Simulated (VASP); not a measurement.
**ZnS: single point with PBE**

ZnS:

```
Zn S
1.0
     0.00000    2.92102    2.70465
     2.92102    0.00000    2.70465
     2.92102    2.92102    0.00000
Zn S
1 1
Direct
  0.00000 0.00000 0.00000
  0.75000 0.75000 0.75000
```

This cell differs from its parent crystal: strain +0.080 along x and y, +0.000 along z.

```yaml
Program: VASP 6.6.1
Task: single point
Functional: PBE
Potentials_or_basis: VASP PAW PBE potentials, release 64 (Zn, S)
Cutoff: 520 eV
k_mesh: 10 × 10 × 10
Occupations: gaussian, width 0.05 eV
Spin: no spin polarisation
Dipole_correction: no
Further_INCAR_settings: ALGO = Normal; EDIFF = 1e-06; NBANDS = 16
```

The pressure is -6.9 GPa. The band gap on the k mesh is 1.30 eV, direct.

Stress tensor (GPa, compression positive):
```
-7.91  0.00  0.00
 0.00 -7.91  0.00
 0.00  0.00 -4.99
```

Levels at points of the mesh, in eV from the valence-band top:
```tsv
k point	band 6	band 7	band 8	band 9	band 10	band 11	band 12	band 13
(0.00, 0.00, 0.00)	-5.65	-0.21	-0.21	0.00	1.30	6.32	6.36	6.36
(0.50, 0.00, 0.00)	-5.51	-4.46	-0.96	-0.63	2.79	6.56	7.17	8.11
(0.50, 0.50, 0.00)	-5.44	-3.81	-2.05	-2.05	3.40	3.42	10.31	10.69
(0.50, 0.00, 0.50)	-5.52	-4.22	-1.76	-1.65	3.69	4.08	9.57	10.40
```

It took 110 s on 1 thread of Intel Xeon 8259CL, on a shared host, peak memory 0.22 GiB.

Caveat: the cell differs from its parent crystal (strain +0.080 along x and y, +0.000 along z).
